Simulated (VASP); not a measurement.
# H2 in VASP: further runs, part 2 of 2

VASP 6.6.1. The steps go on from the part before.

### 3 Single point, LDA

Input file INCAR:

```
PREC     = Accurate       # precision mode
ENCUT    = 400            # plane-wave cutoff, eV
EDIFF    = 1E-6           # SCF threshold, eV
ISMEAR   = 0              # smearing method
SIGMA    = 0.01           # smearing width, eV
LREAL    = False          # projectors in reciprocal space
LASPH    = True           # aspherical terms in the spheres
NELM     = 120            # most SCF steps
ALGO     = Normal         # electronic algorithm
ISIF     = 2              # what is computed and relaxed
LWAVE    = False          # write WAVECAR
LCHARG   = False          # write CHGCAR
GGA      = CA             # functional
NBANDS   = 8              # bands
GGA_COMPAT= False        
NELMDL   = -8
```

Input file KPOINTS:

```
regular mesh
0
Gamma
  1 1 1
```

Input file POSCAR:

```
H
1.0
   11.0000000000      0.0000000000      0.0000000000
    0.0000000000     11.5000000000      0.0000000000
    0.0000000000      0.0000000000     12.0000000000
H
2
Direct
    0.4545454545      0.4782608696      0.4660299089
    0.4545454545      0.4782608696      0.5298034245
```

Potentials or basis: VASP PAW LDA potentials, release 64 (H).

Command:

```
$ cat potpaw_LDA.64/H/POTCAR > POTCAR
$ mpirun -np 1 vasp_gam > vasp.out
```

OUTCAR:

```text
PREC = Accurate
   ENCUT = 400
   EDIFF = 1E-6
   ISMEAR = 0
   LREAL = False
   LASPH = True
   NELM = 120
   ISIF = 2
   GGA = CA
   NELMDL = -8

 ion  position               nearest neighbor table
   1  0.455  0.478  0.466-   2 0.77
   2  0.455  0.478  0.530-   1 0.77

  LATTYP: Found a simple orthorhombic cell.
 ALAT       =    11.0000000000
 B/A-ratio  =     1.0454545455
 C/A-ratio  =     1.0909090909

  Lattice vectors:

[... 172 lines left out ...]
      7       1.0518      0.00000
      8       1.1572      0.00000

------------------------ aborting loop because EDIFF is reached ----------------------------------------

  FORCE on cell =-STRESS in cart. coord.  units (eV):
  Direction    XX          YY          ZZ          XY          YZ          ZX
  --------------------------------------------------------------------------------------
  -------------------------------------------------------------------------------------
  Total       -0.1168757     -0.1148795     -0.1114895     -0.0000000      0.0000000      0.0000000
  in kB       -0.1233568     -0.1212499     -0.1176719     -0.0000000      0.0000000      0.0000000
  external PRESSURE =      -0.1207595 kB  Pullay stress =       0.0000000 kB

 VOLUME and BASIS-vectors are now :
 -----------------------------------------------------------------------------
  energy-cutoff  :      400.00
  volume of cell :     1518.00
      direct lattice vectors                 reciprocal lattice vectors
    11.000000000  0.000000000  0.000000000     0.090909091  0.000000000  0.000000000
     0.000000000 11.500000000  0.000000000     0.000000000  0.086956522  0.000000000
     0.000000000  0.000000000 12.000000000     0.000000000  0.000000000  0.083333333

 POSITION                                       TOTAL-FORCE (eV/Angst)
 -----------------------------------------------------------------------------------
      5.00000      5.50000      5.59236         0.000000      0.000000     -0.041006
      5.00000      5.50000      6.35764         0.000000      0.000000      0.041006
 -----------------------------------------------------------------------------------
    total drift:                                0.000001     -0.000000     -0.000008

  FREE ENERGIE OF THE ION-ELECTRON SYSTEM (eV)
  ---------------------------------------------------
  free  energy   TOTEN  =        -6.6861965548 eV

  energy  without entropy=       -6.6861965548  energy(sigma->0) =       -6.68619655
```

OSZICAR:

```text
N       E                     dE             d eps       ncg     rms          rms(c)
DAV:   1    -0.106238547809E+01   -0.10624E+01   -0.48594E+02    16   0.104E+02
DAV:   2    -0.734944984761E+01   -0.62871E+01   -0.62871E+01    24   0.252E+01
DAV:   3    -0.740412811429E+01   -0.54678E-01   -0.54678E-01    24   0.374E+00
[... 14 lines left out ...]
DAV:  18    -0.668617812369E+01   -0.54095E-04   -0.15081E-06    16   0.346E-03    0.418E-04
DAV:  19    -0.668619143415E+01   -0.13310E-04   -0.17739E-07    16   0.113E-03    0.382E-04
DAV:  20    -0.668619470367E+01   -0.32695E-05   -0.72493E-08    16   0.657E-04    0.126E-04
DAV:  21    -0.668619638020E+01   -0.16765E-05   -0.21537E-08    16   0.405E-04    0.329E-05
DAV:  22    -0.668619655479E+01   -0.17459E-06   -0.68056E-10    16   0.737E-05
   1 F= -.66861966E+01 E0= -.66861966E+01  d E =-.246133E-21
```

Run time: 9.8 s. Hardware: 1 thread of AMD EPYC 9R45 (Zen 5), shared host; peak memory 0.5 GiB.

Results:

```
Free energy                     : -6.6862 eV
Largest force                   : 0.041 eV/Å
Gap between the frontier levels : 10.02 eV
```

Forces on the atoms (eV/Å):
```
H    0.000  0.000 -0.041
H    0.000  0.000  0.041
```

### 4 Single point, LDA

Input file INCAR:

```
PREC     = Accurate       # precision mode
ENCUT    = 400            # plane-wave cutoff, eV
EDIFF    = 1E-6           # SCF threshold, eV
ISMEAR   = 0              # smearing method
SIGMA    = 0.01           # smearing width, eV
LREAL    = F              # projectors in reciprocal space
LASPH    = T              # aspherical terms in the spheres
NELM     = 120            # most SCF steps
ALGO     = Normal         # electronic algorithm
ISIF     = 2              # what is computed and relaxed
LWAVE    = F              # write WAVECAR
LCHARG   = F              # write CHGCAR
NBANDS   = 8              # bands
GGA_COMPAT= F            
NELMDL   = -8
```

KPOINTS is that of step 3.

Input file POSCAR:

```
H
1.0
   11.0000000000      0.0000000000      0.0000000000
    0.0000000000     11.5000000000      0.0000000000
    0.0000000000      0.0000000000     12.0000000000
H
2
Direct
    0.4545454545      0.4782608696      0.4666567231
    0.4545454545      0.4782608696      0.5291766103
```

Potentials or basis: VASP PAW LDA potentials, release 64 (H).

Command:

```
$ cat potpaw_LDA.64/H/POTCAR > POTCAR
$ mpirun -np 1 vasp_gam > vasp.out
```

OUTCAR:

```text
PREC = Accurate
   ENCUT = 400
   EDIFF = 1E-6
   ISMEAR = 0
   LREAL = F
   LASPH = T
   NELM = 120
   ISIF = 2
   NELMDL = -8

 ion  position               nearest neighbor table
   1  0.455  0.478  0.467-   2 0.75
   2  0.455  0.478  0.529-   1 0.75

  LATTYP: Found a simple orthorhombic cell.
 ALAT       =    11.0000000000
 B/A-ratio  =     1.0454545455
 C/A-ratio  =     1.0909090909

  Lattice vectors:

 A1 = (  11.0000000000,   0.0000000000,   0.0000000000)
 A2 = (   0.0000000000,  11.5000000000,   0.0000000000)
 A3 = (   0.0000000000,   0.0000000000,  12.0000000000)

Analysis of symmetry for initial positions (statically):
=====================================================================
 Subroutine PRICEL returns:
 Original cell was already a primitive cell.

 Routine SETGRP: Setting up the symmetry group for a
 simple orthorhombic supercell.

[... 138 lines left out ...]
  ---------------------------------------------------
  ext. energy  EPLUGINS =         0.00000000
  ---------------------------------------------------
  free energy    TOTEN  =        -6.68184256 eV

  energy without entropy =       -6.68184256  energy(sigma->0) =       -6.68184256

 E-fermi : -10.1304     XC(G=0):  -0.2492

 val. band max:      -10.1976059936   @ k =   0.0000   0.0000   0.0000
 cond. band min:      -0.1038413663   @ k =   0.0000   0.0000   0.0000
 fundamental gap:     10.0937646273
 Fermi energy:       -10.1304202290

 k-point     1 :       0.0000    0.0000    0.0000
  band No.  band energies     occupation
      1     -10.1976      2.00000
      2      -0.1038      0.00000
      3       0.3032      0.00000
      4       0.7982      0.00000
      5       0.8713      0.00000
      6       0.9574      0.00000
      7       1.0525      0.00000
      8       1.1577      0.00000

------------------------ aborting loop because EDIFF is reached ----------------------------------------

  FORCE on cell =-STRESS in cart. coord.  units (eV):
  Direction    XX          YY          ZZ          XY          YZ          ZX
  --------------------------------------------------------------------------------------
  -------------------------------------------------------------------------------------
  Total       -0.1182754     -0.1161530      0.2665405      0.0000000      0.0000000      0.0000000
  in kB       -0.1248341     -0.1225940      0.2813209      0.0000000      0.0000000      0.0000000
  external PRESSURE =       0.0112976 kB  Pullay stress =       0.0000000 kB

 VOLUME and BASIS-vectors are now :
 -----------------------------------------------------------------------------
  energy-cutoff  :      400.00
  volume of cell :     1518.00
      direct lattice vectors                 reciprocal lattice vectors
    11.000000000  0.000000000  0.000000000     0.090909091  0.000000000  0.000000000
     0.000000000 11.500000000  0.000000000     0.000000000  0.086956522  0.000000000
     0.000000000  0.000000000 12.000000000     0.000000000  0.000000000  0.083333333

 POSITION                                       TOTAL-FORCE (eV/Angst)
 -----------------------------------------------------------------------------------
      5.00000      5.50000      5.59988         0.000000      0.000000     -0.545858
      5.00000      5.50000      6.35012         0.000000     -0.000000      0.545858
 -----------------------------------------------------------------------------------
    total drift:                                0.000001     -0.000000     -0.000008

  FREE ENERGIE OF THE ION-ELECTRON SYSTEM (eV)
  ---------------------------------------------------
  free  energy   TOTEN  =        -6.6818425562 eV

  energy  without entropy=       -6.6818425562  energy(sigma->0) =       -6.68184256
```

It took 9.8 s on 1 thread of AMD EPYC 9R45 (Zen 5), shared host; peak memory 0.51 GiB.

What came out:

| Quantity | Value |
| --- | --- |
| Free energy | -6.6818 eV |
| Largest force | 0.546 eV/Å |
| Gap between the frontier levels | 10.09 eV |

Forces in eV/Å, atoms in the order of the input:
```
H    0.000  0.000 -0.546
H    0.000  0.000  0.546
```

### 5 Single point, PBE+D3(BJ)

Input file INCAR:

```
PREC = Accurate ; ENCUT = 400
EDIFF = 1E-6 ; ISMEAR = 0
SIGMA = 0.01 ; LREAL = False
LASPH = True ; NELM = 120
ALGO = Normal ; ISIF = 2
LWAVE = False ; LCHARG = False
GGA = PE ; IVDW = 12
NBANDS = 8 ; GGA_COMPAT = False
NELMDL = -8
```

Input file KPOINTS:

```
Automatic mesh
0
Gamma
  1 1 1
```

POSCAR is that of step 4.

Potentials or basis: VASP PAW PBE potentials, release 64 (H).

Command:

```
$ cat potpaw_PBE.64/H/POTCAR > POTCAR
$ mpirun -np 1 vasp_gam > vasp.out
```

Run time: 21 s. Hardware: 1 thread of AMD EPYC 9R45 (Zen 5), shared host; peak memory 0.75 GiB.

Results (log left out):

- Free energy: -6.7627 eV
- Largest force: 0.014 eV/Å
- Gap between the frontier levels: 10.17 eV
- Dispersion energy per atom: -0.001 eV

Forces on the atoms (eV/Å):
```
H    0.000  0.000 -0.014
H    0.000  0.000  0.014
```

Levels at points of the mesh, in eV from the valence-band top:
```csv
k point,band 1,band 2,band 3,band 4,band 5,band 6
"(0.00, 0.00, 0.00)",0.00,10.17,10.58,11.07,11.15,11.23
```

### 6 Single point, PBE

Input file INCAR:

```
PREC = Accurate
ENCUT = 400
EDIFF = 1E-6
ISMEAR = 0
SIGMA = 0.01
LREAL = F
LASPH = T
NELM = 120
ALGO = Normal
ISIF = 2
LWAVE = F
LCHARG = F
GGA = PE
NBANDS = 8
GGA_COMPAT = F
NELMDL = -8
```

KPOINTS is that of step 5.

POSCAR is that of step 5.

Potentials or basis: VASP PAW PBE potentials, release 64 (H).

Command:

```
$ cat potpaw_PBE.64/H/POTCAR > POTCAR
$ mpirun -np 1 vasp_gam > vasp.out
```

OUTCAR:

```text
PREC = Accurate
   ENCUT = 400
   EDIFF = 1E-6
   ISMEAR = 0
   LREAL = F
   LASPH = T
   NELM = 120
   ISIF = 2
   GGA = PE
   NELMDL = -8

 ion  position               nearest neighbor table
   1  0.455  0.478  0.467-   2 0.75
   2  0.455  0.478  0.529-   1 0.75

  LATTYP: Found a simple orthorhombic cell.
 ALAT       =    11.0000000000
 B/A-ratio  =     1.0454545455
 C/A-ratio  =     1.0909090909
[... 174 lines left out ...]
      6       0.9175      0.00000
      7       1.0302      0.00000
      8       1.1324      0.00000

------------------------ aborting loop because EDIFF is reached ----------------------------------------

  FORCE on cell =-STRESS in cart. coord.  units (eV):
  Direction    XX          YY          ZZ          XY          YZ          ZX
  --------------------------------------------------------------------------------------
  -------------------------------------------------------------------------------------
  Total       -0.1225389     -0.1203802     -0.1439545     -0.0000000      0.0000000      0.0000000
  in kB       -0.1293340     -0.1270556     -0.1519372     -0.0000000      0.0000000      0.0000000
  external PRESSURE =      -0.1361089 kB  Pullay stress =       0.0000000 kB

 VOLUME and BASIS-vectors are now :
 -----------------------------------------------------------------------------
  energy-cutoff  :      400.00
  volume of cell :     1518.00
      direct lattice vectors                 reciprocal lattice vectors
    11.000000000  0.000000000  0.000000000     0.090909091  0.000000000  0.000000000
     0.000000000 11.500000000  0.000000000     0.000000000  0.086956522  0.000000000
     0.000000000  0.000000000 12.000000000     0.000000000  0.000000000  0.083333333

 POSITION                                       TOTAL-FORCE (eV/Angst)
 -----------------------------------------------------------------------------------
      5.00000      5.50000      5.59988         0.000000      0.000000     -0.012739
      5.00000      5.50000      6.35012         0.000000      0.000000      0.012739
 -----------------------------------------------------------------------------------
    total drift:                                0.000001     -0.000000     -0.000010

  FREE ENERGIE OF THE ION-ELECTRON SYSTEM (eV)
  ---------------------------------------------------
  free  energy   TOTEN  =        -6.7601320570 eV

  energy  without entropy=       -6.7601320570  energy(sigma->0) =       -6.76013206
```

It took 21 s on 1 thread of AMD EPYC 9R45 (Zen 5), shared host; peak memory 0.74 GiB.

What came out:

* Free energy: -6.7601 eV
* Largest force: 0.013 eV/Å
* Gap between the frontier levels: 10.17 eV

Forces on the atoms (eV/Å):
```
H    0.000  0.000 -0.013
H    0.000  0.000  0.013
```

### 7 The runs side by side

| level | potentials or basis | cell | gap on the mesh (eV) | largest force (eV/Å) |
| --- | --- | --- | --- | --- |
| PBE | VASP PAW PBE potentials, release 64 (H) | as given, atomic positions A | 10.17 | 0.01 |
| LDA | VASP PAW LDA potentials, release 64 (H) | as given, atomic positions B | 10.02 | 0.04 |
| LDA | VASP PAW LDA potentials, release 64 (H) | as given, atomic positions A | 10.09 | 0.55 |
| PBE+D3(BJ) | VASP PAW PBE potentials, release 64 (H) | as given, atomic positions A | 10.17 | 0.01 |

Alike in all rows: task single point; no spin polarisation; k mesh 1 × 1 × 1; cutoff (eV) 400; smearing gaussian 0.01 eV.

Total energies depend on the potentials used, so only differences within one code and one set of settings carry meaning.
